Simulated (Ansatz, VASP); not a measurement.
## One calculation of Ti2CuP3, two programs

```
CELL_PARAMETERS angstrom
3.40046 0.00000 0.00000
0.00000 3.40046 0.00000
0.00000 0.00000 7.52736
ATOMIC_POSITIONS crystal
P 0.00000 0.50000 0.37556
P 0.50000 0.00000 0.62444
P 0.50000 0.50000 0.00000
Ti 0.00000 0.50000 0.72262
Ti 0.50000 0.00000 0.27738
Cu 0.00000 0.00000 0.00000
```

Alike in both runs: functional r2SCAN; k mesh 5 × 5 × 3; occupations tetrahedron; no spin polarisation; Hubbard terms Cu d U = 4.0 eV.

Ansatz relaxed the structure, and its values are those at the end. VASP's run is a single point on that final structure, the one shown.

|  | VASP | Ansatz |
| --- | --- | --- |
| version | VASP 6.6.1 | Ansatz 0.2.0 |
| potentials or method | VASP PAW PBE potentials, release 64 (P, Ti_sv, Cu), cutoff 520 eV | PAW plane waves |
| valence electrons in the cell | 50 | 58 |

|  | VASP | Ansatz | Ansatz less VASP |
| --- | --- | --- | --- |
| gap on the k mesh at the Fermi level (eV) | none | none | - |
| pressure (GPa) | -0.6 | 0.0 | +0.62 |
| rms of the force components (eV/Å) | 0.020 | 0.000 | -0.0192 |

VASP's potentials were made for PBE, not for r2SCAN. The programs project onto different local orbitals, so the same U acts differently, and such runs can settle in different states. A gap of «none» marks a metal or a gap that the smearing closes. VASP's potentials hold 50 valence electrons a cell and Ansatz's 58, so a difference there can come from the potentials and not from the codes. Ansatz's warnings: band table not solved further, filled band counts differ across k points, forces under tetrahedra, tetrahedron derivatives may miss energy slope.

The k mesh is coarse, so the values compare programs but aren't converged.
